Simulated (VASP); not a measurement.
## SrCo3: single point with PBEsol

Crystal: SrCo3.

```
Sr Co
1.0
     3.88396    0.00000    0.00000
     0.00000    3.88396    0.00000
     0.00000    0.00000    3.88396
Sr Co
1 3
Cartesian
  0.0000 0.0000 0.0000
  0.0000 1.9420 1.9420
  1.9420 1.9420 0.0000
  1.9420 0.0000 1.9420
```

- Program: VASP 6.6.1
- Task: single point
- Functional: PBEsol
- Potentials or basis: VASP PAW PBE potentials, release 64 (Sr_sv, Co)
- Cutoff: 520 eV
- k mesh: 8 × 8 × 8
- Occupations: gaussian, width 0.05 eV
- Spin: collinear spin, ferromagnetic start
- Starting moments: [0.0, 1.62, 1.62, 1.62] μB
- Dipole correction: no
- Further INCAR settings: ALGO = Normal; EDIFF = 1e-06; NBANDS = 30

```
Pressure                                              : 2.6 GPa
Net moment                                            : 4.08 μB per cell
Site moments                                          : Sr -0.11; Co +1.44 μB
Valence electrons inside the program's atomic spheres : Sr 8.42; Co 8.07
```

Levels at points of the mesh, in eV from the Fermi level:
Spin up:
| k point | band 17 | band 18 | band 19 | band 20 | band 21 | band 22 | band 23 | band 24 |
| --- | --- | --- | --- | --- | --- | --- | --- | --- |
| (0.00, 0.00, 0.00) | -0.73 | -0.49 | -0.49 | -0.49 | 3.41 | 3.41 | 3.59 | 3.59 |
| (0.50, 0.00, 0.00) | -1.39 | -1.11 | -1.11 | -1.11 | -0.49 | 2.74 | 2.74 | 3.12 |
| (0.50, 0.50, 0.00) | -1.64 | -1.49 | -1.19 | -1.03 | -0.38 | 1.50 | 1.50 | 4.08 |
| (0.50, 0.50, 0.50) | -0.66 | -0.66 | -0.66 | -0.48 | 1.95 | 1.95 | 1.95 | 2.85 |
Spin down:
```csv
k point,band 14,band 15,band 16,band 17,band 18,band 19
"(0.00, 0.00, 0.00)",-0.40,0.57,0.57,0.98,0.98,0.98
"(0.50, 0.00, 0.00)",-0.88,-0.04,0.01,0.04,0.04,0.14
"(0.50, 0.50, 0.00)",-0.60,-0.48,-0.19,-0.08,0.05,0.05
"(0.50, 0.50, 0.50)",-0.27,-0.27,-0.15,-0.15,0.90,0.90
```

It took 82 s on 1 thread of AMD EPYC 9R45 96-Core Processor (Zen 5), with other jobs on the host, peak memory 0.22 GiB.

Caveat: the PAW data sets were made with another functional, which shifts forces and pressure a little.
